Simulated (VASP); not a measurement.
Runs of VASP 6.6.1 on IrRh2. The structure is that of space group P-3m1 (No. 164), or close to it. The cells are those of the table. 

```tsv
task	level	potentials or basis	spin	cell	k mesh	cutoff (eV)	gap on the mesh (eV)	pressure (GPa)	largest force (eV/Å)
single point	LDA	VASP PAW LDA potentials, release 64 (Ir, Rh_pv)	off	a = 2.717, b = 2.717, c = 6.658 Å, angles 90.0, 90.0, 120.0°, 3 atoms	18 × 18 × 8	520	none	-15.3	-
single point	PBE	VASP PAW PBE potentials, release 64 (Ir, Rh_pv)	collinear, ferromagnetic start	a = 2.726, b = 2.726, c = 6.625 Å, angles 90.0, 90.0, 120.0°, 3 atoms	6 × 6 × 4	520	none	0.0	0.01
single point	PBE	VASP PAW PBE potentials, release 64 (Ir, Rh_pv)	off	a = 2.726, b = 2.726, c = 6.625 Å, angles 90.0, 90.0, 120.0°, 3 atoms	6 × 6 × 4	520	none	(a)	0.01
single point	PBE	VASP PAW PBE potentials, release 64 (Ir, Rh_pv)	off	a = 2.691, b = 2.691, c = 6.592 Å, angles 90.0, 90.0, 120.0°, 3 atoms	6 × 6 × 4	520	none	9.7	0.15
single point	PBE	VASP PAW PBE potentials, release 64 (Ir, Rh_pv)	off	a = 2.717, b = 2.717, c = 6.658 Å, angles 90.0, 90.0, 120.0°, 3 atoms	18 × 18 × 8	520	none	(b)	0.03
relaxation of cell and atoms	PBE	VASP PAW PBE potentials, release 64 (Ir, Rh_pv)	off	relaxed from a = 2.691, b = 2.691, c = 6.592 Å, angles 90.0, 90.0, 120.0°, 3 atoms	6 × 6 × 4	600	none	0.0	-
```

Alike in all rows: smearing gaussian 0.1 eV.

**Question.** Estimate the missing entries.

**Answer.** (a) 0.1; (b) 0.2.

Caveats: some runs use coarse meshes; spin-orbit coupling is left out, which moves the levels of the heavy elements.

A k mesh can miss the band edges, and the runs leave out spin-orbit coupling on Ir, Rh.

A gap of «none» marks levels without a gap at the run's occupations.
